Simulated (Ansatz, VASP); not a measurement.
## Two plane-wave programs on NaF

File INCAR:

```
ALGO     = Normal         # electronic algorithm
EDIFF    = 1E-7           # SCF threshold, eV
ENCUT    = 520            # plane-wave cutoff, eV
GGA      = PS             # functional
ISIF     = 2              # what is computed and relaxed
ISMEAR   = 0              # smearing method
LASPH    = T              # aspherical terms in the spheres
LCHARG   = T              # write CHGCAR
LELF     = T              # ELF
LREAL    = F              # projectors in reciprocal space
LVHAR    = T            
LWAVE    = F              # write WAVECAR
NBANDS   = 14             # bands
NELM     = 100            # most SCF steps
PREC     = Accurate       # precision mode
SIGMA    = 0.05           # smearing width, eV
```

KPOINTS

```
k-points
0
Gamma
  8 8 8
```

POSCAR

```
NaF
1.0
    0.0000000000      2.0619287500      2.3233000000
    2.5846712500      0.0000000000      2.3233000000
    2.5846712500      2.0619287500      0.0000000000
Na F
1 1
Direct
    0.0000000000      0.0000000000      0.0000000000
    0.5000000000      0.5000000000      0.5000000000
```

Input for Ansatz:

```yaml
crystal:
  lattice:
    - [0.0, 2.06192875, 2.3233]
    - [2.58467125, 0.0, 2.3233]
    - [2.58467125, 2.06192875, 0.0]
  atoms:
    - { symbol: Na, position: [0.0, 0.0, 0.0] }
    - { symbol: F, position: [0.5, 0.5, 0.5] }
basis:
  ecutwfc: 420
kpoints:
  mp_grid: { grid: [8, 8, 8] }
hamiltonian:
  xc: pbesol
scf:
  occupations: { method: gaussian, width: 0.05 }
output:
  forces: true
  stress: true
  eigenvalues: true
```

Change from the starting cell: strain +0.1125 x Voigt [1, -1, 0, 0, 0, 0], atoms carried along.

Alike in both runs: task single point; functional PBEsol; k mesh 8 × 8 × 8; occupations gaussian, width 0.05 eV; no spin polarisation.

|  | VASP | Ansatz |
| --- | --- | --- |
| version | VASP 6.6.1 | Ansatz 0.2.0 |
| potentials or method | VASP PAW PBE potentials, release 64 (Na_pv, F), cutoff 520 eV | scalar-relativistic, plane waves, PAW |
| valence electrons in the cell | 14 | 16 |

Ansatz gave:

- gap on the k mesh at the Fermi level (eV): 6.13
- least direct gap on the mesh (eV): 6.13
- pressure (GPa): 5.1
- traceless stress, the component that is largest in VASP (GPa): 13.66

**Question.** What did VASP give for the same quantities?

**Answer.** gap on the k mesh at the Fermi level (eV): 6.10; least direct gap on the mesh (eV): 6.10; pressure (GPa): 5.3; traceless stress, the component that is largest in VASP (GPa): 14.31.

VASP's potentials were made for PBE, not for PBEsol. The functional is the same, so the differences come from potentials, cutoffs and numerics. VASP's potentials hold 14 valence electrons a cell and Ansatz's 16, so a difference there can come from the potentials and not from the codes.
